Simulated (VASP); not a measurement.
**Sr4Al8Ge8H (a cell with a defect): single point with PBEsol**

System: Sr4Al8Ge8H (a cell with a defect).

```
Sr Al Ge H
1.0
    -4.22796   -7.32305    0.00000
     6.34194   -3.66152    0.00000
     0.00000    0.00000    7.47074
Sr Al Ge H
4 8 8 1
Direct
  0.74865 0.49476 0.99981
  0.49959 0.99454 0.99966
  0.25060 0.49482 0.99984
  0.99959 0.99602 0.99844
  0.49958 0.66105 0.37706
  0.49972 0.33229 0.62111
  0.25149 0.16215 0.37700
  0.25138 0.82806 0.62161
  0.99961 0.66194 0.37592
  0.99950 0.33165 0.61870
  0.74778 0.16208 0.37701
  0.74794 0.82809 0.62162
  0.49967 0.66347 0.72700
  0.49963 0.32919 0.27221
  0.25349 0.16119 0.72578
  0.25006 0.82873 0.27345
  0.99968 0.66220 0.72672
  0.99960 0.32828 0.27478
  0.74571 0.16115 0.72579
  0.74911 0.82867 0.27345
  0.00046 0.09509 0.68352
```

```
Program                : VASP 6.6.1
Task                   : single point
Functional             : PBEsol
Potentials or basis    : VASP PAW PBE potentials, release 64 (Sr_sv, Al, Ge_d, H)
Cutoff                 : 520 eV
k mesh                 : 2 × 2 × 2
Occupations            : gaussian, width 0.1 eV
Spin                   : no spin polarisation
Dipole correction      : no
Further INCAR settings : LREAL = Auto; ALGO = Normal; EDIFF = 1e-06; NBANDS = 104
```

- Pressure: -0.5 GPa
- Largest force: 0.020 eV/Å
- Band gap on the k mesh: zero (an odd number of electrons rules out a gap without spin polarisation)

Forces on the atoms (eV/Å):
```
Sr  -0.006  0.003 -0.002
Sr   0.010 -0.006 -0.001
Sr  -0.007  0.005 -0.002
Sr   0.002  0.000  0.007
Al  -0.002 -0.001 -0.014
Al  -0.016  0.008  0.003
Al   0.001  0.000  0.004
Al   0.012 -0.003 -0.002
Al   0.004 -0.003 -0.006
Al   0.000 -0.001  0.005
Al   0.002 -0.001  0.005
Al   0.007 -0.011 -0.003
Ge   0.001  0.001 -0.014
Ge   0.006 -0.002  0.014
Ge   0.011 -0.004 -0.015
Ge   0.003  0.009  0.017
Ge  -0.012  0.009 -0.010
Ge  -0.007  0.004  0.009
Ge   0.009 -0.009 -0.015
Ge  -0.005 -0.006  0.017
H   -0.012  0.008  0.002
```

Stress tensor (GPa, compression positive):
```
-0.02  0.71  0.09
 0.71  0.79 -0.05
 0.09 -0.05 -2.35
```

Levels at points of the mesh, in eV from the Fermi level:
```tsv
k point	band 85	band 86	band 87	band 88	band 89	band 90	band 91	band 92
(0.00, 0.00, 0.00)	-1.36	-0.96	-0.38	0.14	0.16	0.34	0.85	1.18
(0.50, 0.00, 0.00)	-1.11	-1.02	-0.41	-0.40	0.66	1.32	1.47	1.65
(0.00, 0.50, 0.00)	-1.02	-0.88	-0.84	-0.80	-0.77	-0.28	-0.06	0.43
(0.50, 0.50, 0.00)	-1.18	-1.07	-1.05	-1.03	0.35	1.07	1.08	1.10
(0.00, 0.00, 0.50)	-1.10	-0.98	-0.74	-0.48	-0.46	0.07	0.35	0.99
(0.50, 0.00, 0.50)	-1.68	-1.66	-0.99	-0.91	0.80	1.16	1.19	1.35
(0.00, 0.50, 0.50)	-1.06	-0.96	-0.71	-0.66	-0.58	0.29	0.32	0.39
(0.50, 0.50, 0.50)	-1.38	-1.37	-1.36	-1.36	0.60	1.03	1.05	1.06
```

It took 17 min on 1 thread of Intel Xeon 8259CL, on a shared host, peak memory 0.6 GiB.

Caveat: the k points lie up to 0.43 Å⁻¹ apart, too coarse for converged energies and pressures of a metal; the PAW data sets were made with another functional, which shifts forces and pressure a little.
